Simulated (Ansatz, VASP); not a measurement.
# Ge in VASP and in Ansatz

The input INCAR:

```
SYSTEM = Ge
  PREC = Accurate
  ENCUT = 520
  EDIFF = 1E-7
  ISMEAR = 0
  SIGMA = 0.1
  LREAL = .FALSE.
  LASPH = .TRUE.
  NELM = 60
  ALGO = Normal
  ISIF = 2
  LWAVE = .FALSE.
  LCHARG = .FALSE.
  LDIPOL = .TRUE.
  IDIPOL = 3
  DIPOL = 0.5 0.5 0.387
  GGA = PE
  IVDW = 12
  NBANDS = 36
```

File KPOINTS:

```
Automatic mesh
0
G
  9 9 1
  0 0 0
```

Contents of POSCAR:

```
Ge
1.0
    4.0226895355      0.0000000000      0.0000000000
   -2.0113447678      3.4837513293      0.0000000000
    0.0000000000      0.0000000000     18.8685220287
Ge
4
Direct
    0.3333333333      0.6666666667      0.2747571329
    0.6666666667      0.3333333333      0.2384924475
    0.1111111111      1.2222222222      0.5362646853
    0.4444444444      0.8888888889      0.5000000000
```

Input for Ansatz:

```yaml
crystal:
  lattice:
    - [4.0226895355, 0.0, 0.0]
    - [-2.0113447678, 3.4837513293, 0.0]
    - [0.0, 0.0, 18.8685220287]
  atoms:
    - { symbol: Ge, position: [0.3333333333, 0.6666666667, 0.2747571329] }
    - { symbol: Ge, position: [0.6666666667, 0.3333333333, 0.2384924475] }
    - { symbol: Ge, position: [0.1111111111, 1.2222222222, 0.5362646853] }
    - { symbol: Ge, position: [0.4444444444, 0.8888888889, 0.5] }
basis:
  ecutwfc: 420
kpoints:
  mp_grid: { grid: [9, 9, 1] }
hamiltonian:
  xc: pbe
  pseudopotentials: { kind: paw, azcp: { folder: soft_1 } }
  dispersion: d3bj
scf:
  occupations: { method: gaussian, width: 0.1 }
output:
  forces: true
  eigenvalues: true
efield:
  axis: 3
  dipole_correction: true
  ramp_width: 0.04
```

Alike in both runs: task single point; functional PBE; dispersion D3(BJ); k mesh 9 × 9 × 1; occupations gaussian, width 0.1 eV; no spin polarisation.

|  | VASP | Ansatz |
| --- | --- | --- |
| version | VASP 6.6.1 | Ansatz 0.2.0 |
| potentials or method | VASP PAW PBE potentials, release 64 (Ge_d), cutoff 520 eV | scalar-relativistic, plane waves, PAW |
| valence electrons in the cell | 56 | 56 |

|  | VASP | Ansatz | Ansatz less VASP |
| --- | --- | --- | --- |
| gap on the k mesh at the Fermi level (eV) | 0.12 | 0.12 | 0.000 |
| least direct gap on the mesh (eV) | 0.12 | 0.12 | 0.000 |
| rms of the force components (eV/Å) | 0.061 | 0.061 | +0.0002 |

Atom by atom the forces differ by 0.001 eV/Å (rms over components).
